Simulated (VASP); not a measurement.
# Mg12B (a cell with a defect) in VASP: single point with PBE

Aim: the single point of Mg12B (a cell with a defect) with PBE.

Program: VASP 6.6.1. These are calculated values, not measurements. Logs are shortened: lines on timing, memory, paths and dates and some standing lists are left out, and cuts for length are marked.

### 1 The cell of the first run

The cell holds a defect, 13 atoms: a = 6.420 Å, b = 9.630 Å, c = 5.213 Å, α = 90.00°, β = 90.00°, γ = 120.00°.

### 2 Single point, PBE

Input file INCAR:

```
ALGO = Normal
EDIFF = 1E-6
ENCUT = 520
GGA = PE
ISIF = 2
ISMEAR = 0
LASPH = True
LCHARG = False
LREAL = False
LWAVE = False
NBANDS = 26
NELM = 100
PREC = Accurate
SIGMA = 0.05
```

Input file KPOINTS:

```
k-points
0
Gamma
  4 3 4
```

Input file POSCAR:

```
Mg12B
1.0
    6.4200000000      0.0000000000      0.0000000000
   -4.8150000000      8.3398250000      0.0000000000
    0.0000000000      0.0000000000      5.2130400000
Mg B
12 1
Direct
    0.0414902166      0.0144556990     -0.0005609011
    0.1538885417      0.2204630193      0.4994433191
   -0.0919940875      0.2783040412     -0.0005536117
    0.2060980884      0.5492568489      0.4994329604
    0.0480251437      0.6393953111     -0.0005668478
    0.1498771651      0.8743471236      0.4994358378
    0.4753173936     -0.0210596745     -0.0005635867
    0.6215660344      0.2084367478      0.4994446618
    0.4742456476      0.3499433142     -0.0005593665
    0.6937890475      0.5530020114      0.4994346869
    0.6210725368      0.7127648362     -0.0005691497
    0.6809205754      0.9089171535      0.4994337277
    0.2640901683      0.4957829451      0.9994469638
```

Potentials or basis: VASP PAW PBE potentials, release 64 (Mg, B).

Launch:

```console
$ cat potpaw_PBE.64/Mg/POTCAR potpaw_PBE.64/B/POTCAR > POTCAR
$ mpirun -np 1 vasp_std > vasp.out
```

OUTCAR:

```text
EDIFF = 1E-6
   ENCUT = 520
   GGA = PE
   ISIF = 2
   ISMEAR = 0
   LASPH = True
   LREAL = False
   NELM = 100
   PREC = Accurate

 ion  position               nearest neighbor table
   1  0.041  0.014  0.999-  11 2.81   7 2.97   9 3.03   3 3.06   2 3.13   2 3.13   6 3.17   6 3.17
                            12 3.29  12 3.29   7 3.48   5 3.63
   2  0.154  0.220  0.499-   4 3.01  12 3.02   8 3.06   1 3.13   1 3.13   9 3.16   9 3.16   3 3.24
                             3 3.24   6 3.32  10 3.34   8 3.36
   3  0.908  0.278  0.999-  13 2.20   7 2.83   1 3.06   8 3.06   8 3.06   5 3.13   9 3.19   2 3.24
                             2 3.24   9 3.34   4 3.50   4 3.50
   4  0.206  0.549  0.499-  13 2.72  13 2.72   2 3.01   5 3.08   5 3.08  10 3.11  12 3.28  10 3.31
                             6 3.33  11 3.49  11 3.49   3 3.50   3 3.50   8 3.54
   5  0.048  0.639  0.999-  13 2.40   7 3.04   4 3.08   4 3.08   3 3.13  11 3.15  10 3.28  10 3.28
                             6 3.30   6 3.30   9 3.33  11 3.38   1 3.63
   6  0.150  0.874  0.499-  10 3.01   8 3.13   1 3.17   1 3.17   7 3.17   7 3.17  12 3.19  12 3.26
                             5 3.30   5 3.30   2 3.32   4 3.33
   7  0.475  0.979  0.999-   3 2.83   1 2.97   5 3.04  11 3.14  12 3.14  12 3.14   6 3.17   6 3.17
                             8 3.24   8 3.24   1 3.48   9 3.58
   8  0.622  0.208  0.499-   2 3.06   3 3.06   3 3.06  12 3.09  10 3.11   6 3.13   7 3.24   7 3.24
                             9 3.29   9 3.29   2 3.36   4 3.54
   9  0.474  0.350  0.999-  13 2.38   1 3.03  11 3.13  10 3.14  10 3.14   2 3.16   2 3.16   3 3.19
                             8 3.29   8 3.29   5 3.33   3 3.34   7 3.58
  10  0.694  0.553  0.499-   6 3.01   8 3.11   4 3.11   9 3.14   9 3.14  11 3.18  11 3.18   5 3.28
                             5 3.28   4 3.31   2 3.34  12 3.47
  11  0.621  0.713  0.999-  13 2.20   1 2.81  12 3.13  12 3.13   9 3.13   7 3.14   5 3.15  10 3.18
                            10 3.18   5 3.38   4 3.49   4 3.49
  12  0.681  0.909  0.499-   2 3.02   8 3.09  11 3.13  11 3.13   7 3.14   7 3.14   6 3.19   6 3.26
                             4 3.28   1 3.29   1 3.29  10 3.47
  13  0.264  0.496  0.999-   3 2.20  11 2.20   9 2.38   5 2.40   4 2.72   4 2.72

  LATTYP: Found a simple monoclinic cell.
 ALAT       =     6.4200000000
 B/A-ratio  =     0.8120000000
 C/A-ratio  =     1.3228757108
 COS(beta)  =    -0.1889822286

  Lattice vectors:

 A1 = (   6.4200000000,   0.0000000000,   0.0000000000)
 A2 = (   0.0000000000,   0.0000000000,   5.2130400000)
 A3 = (  -1.6050000000,  -8.3398250000,   0.0000000000)

Analysis of symmetry for initial positions (statically):
=====================================================================
 Subroutine PRICEL returns:
 Original cell was already a primitive cell.

 Routine SETGRP: Setting up the symmetry group for a
 simple monoclinic supercell.

 Subroutine GETGRP returns: Found  1 space group operations
 (whereof  1 operations were pure point group operations)
 out of a pool of  4 trial point group operations.

The static configuration has the point symmetry C_1 .

Analysis of symmetry for dynamics (positions and initial velocities):
=====================================================================
 Subroutine PRICEL returns:
 Original cell was already a primitive cell.

 Routine SETGRP: Setting up the symmetry group for a
 simple monoclinic supercell.

 Subroutine GETGRP returns: Found  1 space group operations
 (whereof  1 operations were pure point group operations)
 out of a pool of  4 trial point group operations.

The dynamic configuration has the point symmetry C_1 .

 Subroutine INISYM returns: Found  1 space group operations
 (whereof  1 operations are pure point group operations),
 and found     1 'primitive' translations

----------------------------------------------------------------------------------------

                                     Primitive cell

  volume of cell :     279.1149

  direct lattice vectors                    reciprocal lattice vectors
     6.420000000  0.000000000  0.000000000     0.155763240  0.089929945  0.000000000
    -4.815000000  8.339825000  0.000000000     0.000000000  0.119906593  0.000000000
     0.000000000  0.000000000  5.213040000     0.000000000  0.000000000  0.191826650

  length of vectors
     6.420000000  9.630000313  5.213040000     0.179859895  0.119906593  0.191826650

  position of ions in fractional coordinates (direct lattice)
[... 44 lines left out ...]

  Length of vectors
     0.044964974  0.039968864  0.047956663

  Shift w.r.t. Gamma in fractional coordinates (k-lattice)
     0.000000000  0.000000000  0.000000000

 Subroutine IBZKPT returns following result:
 ===========================================

 Found     26 irreducible k-points:

 Following reciprocal coordinates:
            Coordinates               Weight
  0.000000  0.000000  0.000000      1.000000
  0.250000  0.000000  0.000000      2.000000
  0.500000  0.000000  0.000000      1.000000
  0.000000  0.333333  0.000000      2.000000
  0.250000  0.333333  0.000000      2.000000
  0.500000  0.333333  0.000000      2.000000
[... 16 lines left out ...]
  0.000000  0.333333  0.500000      2.000000
  0.250000  0.333333  0.500000      2.000000
 [... further k-points ...]
   k-points           NKPTS =     26   k-points in BZ     NKDIM =     26   number of bands    NBANDS=     26
   number of dos      NEDOS =    301   number of ions     NIONS =     13
   total plane-waves  NPLWV = 138240
   dimension x,y,z NGX =    48 NGY =   72 NGZ =   40
   dimension x,y,z NGXF=    96 NGYF=  144 NGZF=   80
   ions per type =              12   1
   NGX,Y,Z   is equivalent  to a cutoff of  12.43, 12.43, 12.76 a.u.
   NGXF,Y,Z  is equivalent  to a cutoff of  24.86, 24.86, 25.51 a.u.
 SYSTEM =  unknown system
   PREC   = accura    normal or accurate (medium, high low for compatibility)
   ISTART =      0    job   : 0-new  1-cont  2-samecut
   ICHARG =      2    charge: 1-file 2-atom 10-const
   ISPIN  =      1    spin polarized calculation?
   LNONCOLLINEAR =      F non collinear calculations
   LSORBIT =      F    spin-orbit coupling
   LASPH  =      T    aspherical Exc in radial PAW
   ENCUT  =  520.0 eV  38.22 Ry    6.18 a.u.  11.94 17.91  9.69*2*pi/ulx,y,z
   NELM   =    100;   NELMIN=  2; NELMDL= -5     # of ELM steps
   EDIFF  = 0.1E-05   stopping-criterion for ELM
   LREAL  =      F    real-space projection
   EDIFFG = 0.1E-04   stopping-criterion for IOM
   NSW    =      0    number of steps for IOM
   IBRION =     -1    ionic relax: 0-MD 1-quasi-New 2-CG
   NFREE  =      0    steps in history (QN), initial steepest desc. (CG)
   ISIF   =      2    stress and relaxation
   ISYM   =      2    0-nonsym 1-usesym 2-fastsym
   POTIM  = 0.5000    time-step for ionic-motion
   TEBEG  =    0.0;   TEEND  =   0.0 temperature during run
   PSTRESS=    0.0 pullay stress
   NELECT =      27.0000    total number of electrons
   NUPDOWN=      -1.0000    fix difference up-down
   EMIN   =  10.00;   EMAX   =-10.00  energy-range for DOS
   EFERMI =   0.00;   METHOD = LEGACY
   ISMEAR =     0;   SIGMA  =   0.05  broadening in eV -4-tet -1-fermi 0-gaus
   EFERMI_NEDOS =   21; number of points for ismear=-14 and -15
   IALGO  =     38    algorithm
   IMIX   =      4    mixing-type and parameters
     AMIX     =   0.40;   BMIX     =  1.00
     AMIX_MAG =   1.60;   BMIX_MAG =  1.00
  volume/ion in A,a.u.               =      21.47       144.89
  Fermi-wavevector in a.u.,A,eV,Ry     =   0.751511  1.420149  7.684136  0.564768
  Thomas-Fermi vector in A             =   1.848508
   LORBIT       =      0    0 simple, 1 ext, 2 COOP (PROOUT), +10 PAW based schemes
   GGA     = PE    functional components
   LHFCALC =     F    Hartree Fock is set to
   AEXX    =    0.0000 exact exchange contribution
   IVDW    =     0    specifies the selected vdW correction
   LEPSILON=     F    determine dielectric tensor
   LRPA    =     F    only Hartree local field effects (RPA)
 non-spin polarized calculation
 Gauss-broadening in eV      SIGMA  =   0.05
  energy-cutoff  :      520.00
  volume of cell :      279.11
 maximum number of plane-waves:      7534
   NGX = 23   NGY = 35   NGZ = 19

 number of electron      27.0000000 magnetization

 Free energy of the ion-electron system (eV)
  ---------------------------------------------------
  ext. energy  EPLUGINS =         0.00000000
  ---------------------------------------------------
  free energy    TOTEN  =       -22.48061846 eV

  energy without entropy =      -22.47404854  energy(sigma->0) =      -22.47733350

 E-fermi :   2.7814     XC(G=0):  -8.6186

 val. band max:        2.7641150211   @ k =   0.0000   0.0000   0.5000
 cond. band min:       2.7977106655   @ k =   0.0000   0.3333   0.5000
 fundamental gap:      0.0335956444
 Fermi energy:         2.7813834607

 k-point     1 :       0.0000    0.0000    0.0000
  band No.  band energies     occupation
      1      -4.9937      2.00000
      2      -3.1215      2.00000
      3      -2.2042      2.00000
      4      -1.1427      2.00000
      5      -0.8635      2.00000
      6       0.0950      2.00000
[... 661 lines left out ...]
     24       6.5305      0.00000
     25       7.1776      0.00000

 [... further k-points ...]

 [bands above 25 left out]

------------------------ aborting loop because EDIFF is reached ----------------------------------------

  FORCE on cell =-STRESS in cart. coord.  units (eV):
  Direction    XX          YY          ZZ          XY          YZ          ZX
  --------------------------------------------------------------------------------------
  -------------------------------------------------------------------------------------
  Total        1.4845022      5.9809012     -2.9748972      3.2117219     -0.0000020     -0.0000581
  in kB        8.5213502     34.3316114    -17.0765259     18.4359485     -0.0000115     -0.0003334
  external PRESSURE =       8.5921453 kB  Pullay stress =       0.0000000 kB

 VOLUME and BASIS-vectors are now :
 -----------------------------------------------------------------------------
  energy-cutoff  :      520.00
  volume of cell :      279.11
      direct lattice vectors                 reciprocal lattice vectors
     6.420000000  0.000000000  0.000000000     0.155763240  0.089929945  0.000000000
    -4.815000000  8.339825000  0.000000000     0.000000000  0.119906593  0.000000000
     0.000000000  0.000000000  5.213040000     0.000000000  0.000000000  0.191826650

 POSITION                                       TOTAL-FORCE (eV/Angst)
 -----------------------------------------------------------------------------------
      0.19676      0.12056      5.21012         0.009256      0.011674      0.000002
     -0.07357      1.83862      2.60362        -0.023432     -0.011689     -0.000022
      4.48936      2.32101      5.21015        -0.040533      0.013988     -0.000022
     -1.32152      4.58071      2.60356         0.029743      0.014670      0.000018
     -2.77037      5.33245      5.21008         0.005745      0.004305      0.000017
     -3.24777      7.29190      2.60358        -0.004590     -0.007522      0.000010
     -1.66206      8.16419      5.21010         0.028078     -0.012583      0.000005
      2.98683      1.73833      2.60362        -0.019018     -0.028617     -0.000017
      1.35968      2.91847      5.21012        -0.036438      0.011138     -0.000017
      1.79142      4.61194      2.60357         0.040747     -0.024011     -0.000012
      0.55532      5.94433      5.21007         0.041466      0.000160      0.000000
     -0.00493      7.58021      2.60357         0.008892     -0.019527      0.000007
     -0.69174      4.13474      5.21016        -0.039917      0.048014      0.000030
 -----------------------------------------------------------------------------------
    total drift:                                0.000412     -0.000230      0.000003

  FREE ENERGIE OF THE ION-ELECTRON SYSTEM (eV)
  ---------------------------------------------------
  free  energy   TOTEN  =       -22.4806184569 eV

  energy  without entropy=      -22.4740485433  energy(sigma->0) =      -22.47733350
```

Run time: 100 s. Hardware: 1 thread of AMD EPYC 9R45 (Zen 5), shared host; peak memory 0.4 GiB.

What came out:

```
Free energy   : -22.4806 eV
Pressure      : 0.9 GPa
Largest force : 0.062 eV/Å
```

Forces in eV/Å, atoms in the order of the input:
```
Mg   0.009  0.012  0.000
Mg  -0.023 -0.012  0.000
Mg  -0.041  0.014  0.000
Mg   0.030  0.015  0.000
Mg   0.006  0.004  0.000
Mg  -0.005 -0.008  0.000
Mg   0.028 -0.013  0.000
Mg  -0.019 -0.029  0.000
Mg  -0.036  0.011  0.000
Mg   0.041 -0.024  0.000
Mg   0.041  0.000  0.000
Mg   0.009 -0.020  0.000
B   -0.040  0.048  0.000
```

Stress tensor (GPa, compression positive):
```
 0.85  1.84  0.00
 1.84  3.43  0.00
 0.00  0.00 -1.71
```
